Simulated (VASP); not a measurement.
# BaSr: single point with LDA

The system is BaSr.

```
Ba Sr
1.0
     2.50860   -3.46572    0.00000
     2.50860    3.46572    0.00000
     0.00000    0.00000    6.92083
Ba Sr
1 1
Direct
  0.00000 0.00000 0.00000
  0.50000 0.50000 0.50000
```

- Program: VASP 6.6.1
- Task: single point
- Functional: LDA
- Potentials or basis: VASP PAW LDA potentials, release 64 (Ba_sv, Sr_sv)
- Cutoff: 500 eV
- k mesh: 8 × 8 × 5
- Occupations: fermi-dirac, width 0.15 eV
- Spin: non-collinear spin, zero start, spin-orbit coupling
- Starting moments: [[0.0, 0.0, 0.0], [0.0, 0.0, 0.0]] μB

The pressure is -1.5 GPa. The net moment is 0.00 μB per cell. The valence electrons inside the program's atomic spheres are Ba 7.89; Sr 7.92.

Moments on the atoms (μB; x, y, z):
```
Ba  0.00 0.00 0.00
Sr  0.00 0.00 0.00
```

Run time: 2.7 min on 1 thread of Intel(R) Xeon(R) 6975P-C (Granite Rapids), with other jobs on the host, peak memory 0.53 GiB.
